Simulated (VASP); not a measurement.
ScCu, 2 atoms in the cell. It takes space group Pm-3m (No. 221, cubic). Conventional cell: a = 3.211 Å, b = 3.211 Å, c = 3.211 Å, α = 90.00°, β = 90.00°, γ = 90.00°. Sc (site symmetry m-3m) has 8 Cu at 2.78 Å and 6 Sc at 3.21 Å within 3.7 Å. Cu (site symmetry m-3m) has 8 Sc at 2.78 Å and 6 Cu at 3.21 Å within 3.7 Å. 

| Item | Value |
| --- | --- |
| Program | VASP 6.6.1 |
| Task | vibrations by perturbation theory |
| Functional | PBEsol |
| Potentials or basis | VASP PAW PBE potentials, release 64 (Sc_sv, Cu) |
| Cutoff | 520 eV |
| k mesh | 10 × 10 × 10 |
| Occupations | fermi-dirac, width 0.1 eV |
| Spin | no spin polarisation |
| Dipole correction | no |
| Further INCAR settings | ALGO = Normal; EDIFF = 1e-08; IBRION = 8; NSW = 1 |

Potentials or basis: VASP PAW PBE potentials, release 64 (Sc_sv, Cu).

Command:

```console
$ cat potpaw_PBE.64/Sc_sv/POTCAR potpaw_PBE.64/Cu/POTCAR > POTCAR
$ mpirun -np 1 vasp_std > vasp.out
```

Hardware: 1 thread of Oxide Virtual Turin-like Processor, with other jobs on the host.

**Question.** Estimate the wall time of this run.

**Answer.** Wall time 5.9 min on 1 thread of Oxide Virtual Turin-like Processor (shared host), peak memory 0.25 GiB. Counts: scf iterations 56, k points 56.
